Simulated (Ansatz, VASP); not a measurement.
## Two plane-wave programs on HfO2

```
CELL_PARAMETERS angstrom
0.00000 2.52916 2.52916
2.52916 0.00000 2.52916
2.52916 2.52916 0.00000
ATOMIC_POSITIONS crystal
Hf 0.00000 0.00000 0.00000
O 0.25494 0.24506 0.25494
O 0.75494 0.74506 0.75494
```

Change from the starting cell: all O atoms moved +0.025 Å, as atom 2 along Cartesian [0 1 0].

Alike in both runs: task single point; functional r2SCAN; k mesh 8 × 8 × 8; occupations gaussian, width 0.05 eV; no spin polarisation.

```csv
,VASP,Ansatz
version,VASP 6.6.1,Ansatz 0.2.0
potentials or method,"VASP PAW PBE potentials, release 64 (Hf_pv, O), cutoff 520 eV","scalar-relativistic, plane waves, PAW"
valence electrons in the cell,22,38
```

```csv
,VASP,Ansatz,Ansatz less VASP
gap on the k mesh at the Fermi level (eV),4.32,4.30,-0.012
least direct gap on the mesh (eV),4.32,4.30,-0.012
pressure (GPa),-3.9,0.1,+3.96
rms of the force components (eV/Å),0.052,0.058,+0.0056
```

VASP's potentials were made for PBE, not for r2SCAN. Atom by atom the forces differ by 0.006 eV/Å (rms over components). With one functional, cell and mesh, what is left measures potentials, basis and numerics. VASP's potentials hold 22 valence electrons a cell and Ansatz's 38, so a difference there can come from the potentials and not from the codes.

Neither program's run includes spin-orbit coupling.
